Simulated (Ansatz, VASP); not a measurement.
# One calculation of Tl, two programs

```
Tl
1.0
    -2.01864    1.94100    1.94100
     2.01864   -1.94100    1.94100
     2.01864    1.94100   -1.94100
Tl
1
Direct
  0.00000 0.00000 0.00000
```

Change from the starting cell: strain +0.0400 x Voigt [1, 0, 0, 0, 0, 0], atoms carried along.

Alike in both runs: task single point; functional PBEsol; k mesh 18 × 18 × 18; occupations gaussian, width 0.15 eV; no spin polarisation.

```csv
,VASP,Ansatz
version,VASP 6.6.1,Ansatz 0.2.0
potentials or method,"VASP PAW PBE potentials, release 64 (Tl_d), cutoff 520 eV","scalar-relativistic, plane waves, PAW"
valence electrons in the cell,13,13
```

|  | VASP | Ansatz | Ansatz less VASP |
| --- | --- | --- | --- |
| gap on the k mesh at the Fermi level (eV) | none | none | - |
| pressure (GPa) | -2.0 | -1.9 | +0.05 |
| traceless stress, the component that is largest in VASP (GPa) | -0.27 | -0.27 | 0.000 |

VASP's potentials were made for PBE, not for PBEsol. A gap of «none» marks a metal or a gap that the smearing closes.

Spin-orbit coupling is off throughout.
